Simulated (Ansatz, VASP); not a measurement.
**Two plane-wave programs on CeO2**

```xyz
3
Lattice="0.0000 2.7186 2.7186 2.7186 0.0000 2.7186 2.7186 2.7186 0.0000" Properties=species:S:1:pos:R:3 pbc="T T T"
Ce    0.0000    0.0000    0.0000
O     1.3593    1.3593    1.3593
O     4.0780    4.0780    4.0780
```

Alike in both runs: task single point; functional r2SCAN; k mesh 6 × 6 × 6; no spin polarisation.

```csv
,VASP,Ansatz
version,VASP 6.6.1,Ansatz 0.2.0
potentials or method,"VASP PAW PBE potentials, release 64 (Ce, O)","plane waves, PAW"
plane-wave cutoff (eV),520,500
occupations,"gaussian, width 0.01 eV",fixed
valence electrons in the cell,24,24
```

Ansatz gave:

| Quantity | Value |
| --- | --- |
| gap on the k mesh at the Fermi level (eV) | 2.32 |
| pressure (GPa) | 0.0 |

Task: Which values does VASP return?

Result: gap on the k mesh at the Fermi level (eV): 2.28; pressure (GPa): -0.2.

VASP's potentials were made for PBE, not for r2SCAN. Ansatz's warnings: metallic iterate.

Spin-orbit coupling is off throughout.
